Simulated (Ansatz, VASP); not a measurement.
One calculation of Cu, two programs

The input INCAR:

```
  PREC = Accurate
  ENCUT = 600
  EDIFF = 1E-6
  ISMEAR = -1
  SIGMA = 0.05
  LREAL = False
  LASPH = True
  NELM = 120
  ALGO = Normal
  ISIF = 2
  LWAVE = False
  LCHARG = False
  GGA = RP
  NBANDS = 12
  GGA_COMPAT = False
```

Contents of KPOINTS:

```
regular mesh
0
Gamma
  13 13 13
```

POSCAR

```
Cu
1.0
    0.0000000000      1.8075000000      1.8075000000
    1.8075000000      0.0000000000      1.8075000000
    1.8075000000      1.8075000000      0.0000000000
Cu
1
Direct
    0.0000000000      0.0000000000      0.0000000000
```

Contents of input.yaml:

```yaml
crystal:
  lattice:
    - [0.0, 1.8075, 1.8075]
    - [1.8075, 0.0, 1.8075]
    - [1.8075, 1.8075, 0.0]
  atoms:
    - { symbol: Cu, position: [0.0, 0.0, 0.0] }
hamiltonian:
  xc: rpbe
  pseudopotentials: { kind: paw }
kpoints:
  mp_grid: { grid: [13, 13, 13] }
scf:
  occupations: { method: fermi_dirac, width: 0.05 }
output:
  forces: true
  stress: true
  eigenvalues: true
  write_density: true
  write_potential: true
  elf: true
  volumetric_format: npy
```

Alike in both runs: task single point; functional RPBE; k mesh 13 × 13 × 13; occupations fermi-dirac, width 0.05 eV; no spin polarisation.

```csv
,VASP,Ansatz
version,VASP 6.6.1,Ansatz 0.2.0
potentials or method,"VASP PAW PBE potentials, release 64 (Cu)",Ansatz PAW
plane-wave cutoff (eV),600,420
valence electrons in the cell,11,19
```

|  | VASP | Ansatz | Ansatz less VASP |
| --- | --- | --- | --- |
| gap on the k mesh at the Fermi level (eV) | none | none | - |
| pressure (GPa) | 7.3 | 6.6 | -0.67 |

VASP's potentials were made for PBE, not for RPBE. A gap of «none» marks a metal or a gap that the smearing closes. With one functional, cell and mesh, what is left measures potentials, basis and numerics. VASP's potentials hold 11 valence electrons a cell and Ansatz's 19, so a difference there can come from the potentials and not from the codes.
